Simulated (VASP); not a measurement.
Crystal: LuSe.

```xyz
2
Lattice="0.0000 2.7880 2.7880 2.7880 0.0000 2.7880 2.7880 2.7880 0.0000" Properties=species:S:1:pos:R:3 pbc="T T T"
Lu    0.0000    0.0000    0.0000
Se    2.7880    2.7880    2.7880
```

- Program: VASP 6.6.1
- Task: relaxation of cell and atoms
- Functional: LDA
- Potentials or basis: VASP PAW PBE potentials, release 64 (Lu, Se)
- Cutoff: 600 eV
- k mesh: 6 × 6 × 6
- Occupations: fermi-dirac, width 0.02 eV
- Spin: no spin polarisation

At the start: pressure -3.3 GPa; volume 21.67 Å³/atom.

Question: How do energy, volume and symmetry change on relaxing?

Answer: Over 3 steps the energy falls by 8.0 meV/atom and the volume is 20.93 Å³/atom (-3.4 %); space group Fm-3m (No. 225, to 0.05 Å).

Step by step:
| step | energy change (eV) | largest force (eV/Å) | pressure (GPa) | volume (Å³) |
| --- | --- | --- | --- | --- |
| 1 | 0.0000 | 0.0000 | -3.31 | 43.34 |
| 2 | -0.0036 | 0.0000 | 3.05 | 40.59 |
| 3 | -0.0160 | 0.0000 | -0.05 | 41.86 |

Final structure:
```
CELL_PARAMETERS angstrom
0.00000 2.75594 2.75594
2.75594 0.00000 2.75594
2.75594 2.75594 0.00000
ATOMIC_POSITIONS crystal
Lu 0.00000 0.00000 0.00000
Se 0.50000 0.50000 0.50000
```

Caveat: the PAW data sets were made with another functional, which shifts forces and pressure a little.
